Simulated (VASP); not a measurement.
Here is a VASP 6.6.1 calculation.

The input INCAR:

```
PREC = Accurate
ENCUT = 520
EDIFF = 1E-6
ISMEAR = 0
SIGMA = 0.1
LREAL = F
LASPH = T
NELM = 80
ALGO = Normal
ISIF = 2
LWAVE = F
LCHARG = F
GGA = PE
NBANDS = 20
```

The input KPOINTS:

```
Automatic mesh
0
Gamma
  8 12 12
```

The input POSCAR:

```
TeO
1.0
    5.7414865338      0.0000000000      0.0000000000
    0.0000000000      3.6714118226      0.0000000000
    0.0000000000      0.0000000000      4.3684490867
Te O
2 2
Direct
    0.2500000000      0.0000000000      0.0984016874
    0.7500000000      0.0000000000      0.9015983126
    0.2500000000      0.5000000000      0.8851698651
    0.7500000000      0.5000000000      0.1148301349
```

Potentials or basis: VASP PAW PBE potentials, release 64 (Te, O).

Launch:

```console
$ cat potpaw_PBE.64/Te/POTCAR potpaw_PBE.64/O/POTCAR > POTCAR
$ mpirun -np 1 vasp_std > vasp.out
```

Q: Predict the band gap on the k mesh.

A: Zero (bands 12 and 13 overlap by 2.46 eV).

Q: Estimate the pressure.

A: -0.2 GPa.

Q: Estimate the largest force.

A: 0.010 eV/Å.

Stress tensor (GPa, compression positive):
```
-0.09  0.00  0.00
 0.00 -0.31  0.00
 0.00  0.00 -0.06
```

Caveat: spin-orbit coupling is left out, which moves the levels of the heavy elements; this functional lacks dispersion, which binds the layers, so the pressure and a relaxed spacing across them are unreliable.
